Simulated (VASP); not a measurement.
Si12NO22 (a cell with a defect): single point with PBE+D3(BJ)

Si12NO22 (a cell with a defect):

```
CELL_PARAMETERS angstrom
-2.44575 4.23616 5.38850
4.89150 0.00000 5.38850
4.89150 8.47233 0.00000
ATOMIC_POSITIONS crystal
Si 0.08752 0.54430 0.96713
Si 0.41316 0.93826 0.02649
Si 0.01318 0.01098 0.26376
Si 0.09623 0.57543 0.44931
Si 0.45432 0.91128 0.50659
Si 0.94768 0.97584 0.80323
Si 0.62683 0.06887 0.18021
Si 0.87868 0.43848 0.29823
Si 0.46797 0.52376 0.53725
Si 0.58087 0.09179 0.69479
Si 0.90521 0.42974 0.77490
Si 0.49835 0.49627 0.01985
O 0.30963 0.45443 0.99173
O 0.90547 0.51110 0.11653
O 0.91058 0.19443 0.34516
O 0.20482 0.05445 0.12096
O 0.60764 0.99435 0.04436
O 0.57952 0.30916 0.14867
O 0.30979 0.45441 0.48842
O 0.91431 0.54482 0.60199
O 0.98196 0.18451 0.78645
O 0.54979 0.03987 0.55614
O 0.56315 0.32733 0.66039
O 0.85170 0.96869 0.20135
O 0.45808 0.99620 0.33255
O 0.66181 0.55229 0.38686
O 0.06191 0.48750 0.33015
O 0.08518 0.81372 0.38834
O 0.81138 0.96191 0.71257
O 0.42188 0.01437 0.84853
O 0.43636 0.69761 0.07783
O 0.67783 0.50020 0.86674
O 0.06564 0.46425 0.83949
O 0.05760 0.79210 0.90835
N 0.35874 0.72493 0.61156
```

| Property | Result |
| --- | --- |
| Program | VASP 6.6.1 |
| Task | single point |
| Functional | PBE |
| Dispersion | D3(BJ) |
| Potentials or basis | VASP PAW PBE potentials, release 64 (Si, O, N) |
| Cutoff | 520 eV |
| k mesh | 2 × 2 × 2 |
| Occupations | gaussian, width 0.05 eV |
| Spin | no spin polarisation |
| Dipole correction | no |
| Charge | 1 |
| Further INCAR settings | LREAL = Auto; ALGO = Normal; EDIFF = 1e-06; NBANDS = 116; NELECT = 184.0 |

```json
{"Largest force": "0.380 eV/Å", "Dispersion energy per atom": "-0.147 eV"}
```

Forces on the atoms (eV/Å):
```
Si  -0.024  0.017  0.042
Si   0.021 -0.028  0.006
Si  -0.017  0.011  0.018
Si  -0.043  0.009  0.035
Si  -0.178  0.039 -0.066
Si   0.343  0.054 -0.105
Si  -0.016 -0.012 -0.002
Si   0.000 -0.009  0.003
Si   0.026  0.037  0.038
Si  -0.043 -0.097 -0.079
Si   0.078 -0.027  0.036
Si   0.055  0.013  0.017
O    0.033  0.039  0.018
O    0.027  0.003  0.030
O   -0.025 -0.016  0.017
O    0.010 -0.009  0.015
O   -0.023 -0.066  0.065
O   -0.013  0.007  0.025
O   -0.042  0.028 -0.014
O    0.017 -0.031  0.068
O    0.211 -0.023 -0.024
O   -0.028 -0.030 -0.067
O   -0.065 -0.018  0.013
O   -0.006 -0.004  0.016
O   -0.036 -0.059  0.002
O   -0.042 -0.003 -0.019
O   -0.003  0.015  0.002
O   -0.048 -0.001  0.015
O    0.053 -0.018 -0.135
O    0.007 -0.033 -0.062
O    0.030  0.025  0.022
O    0.097 -0.020  0.040
O    0.052 -0.004  0.019
O   -0.061  0.062  0.038
N   -0.347  0.151 -0.028
```

Levels at points of the mesh, in eV from the Fermi level:
```csv
k point,band 90,band 91,band 92,band 93,band 94,band 95
"(0.00, 0.00, 0.00)",-1.51,-1.12,-0.34,2.93,4.41,4.83
"(0.50, 0.00, 0.00)",-1.50,-1.10,-0.33,3.52,4.12,4.89
"(0.00, 0.50, 0.00)",-1.45,-1.08,-0.33,3.33,4.51,4.84
"(0.50, 0.50, 0.00)",-1.47,-1.11,-0.31,3.54,4.30,4.90
"(0.00, 0.00, 0.50)",-1.46,-1.12,-0.36,3.19,4.23,4.76
"(0.50, 0.00, 0.50)",-1.52,-1.09,-0.34,3.46,4.36,4.80
"(0.00, 0.50, 0.50)",-1.49,-1.12,-0.33,3.43,4.39,4.84
"(0.50, 0.50, 0.50)",-1.51,-1.08,-0.31,3.47,4.47,4.88
```

Wall time 7.7 min on 1 thread of Intel(R) Xeon(R) 6975P-C (Granite Rapids), on a shared host, peak memory 0.64 GiB.

Caveat: the k points lie up to 0.47 Å⁻¹ apart; the cell carries a net charge on a neutralising background, which shifts energy and pressure; the cell is charged against a uniform background, so pressure and absolute levels hang on convention.
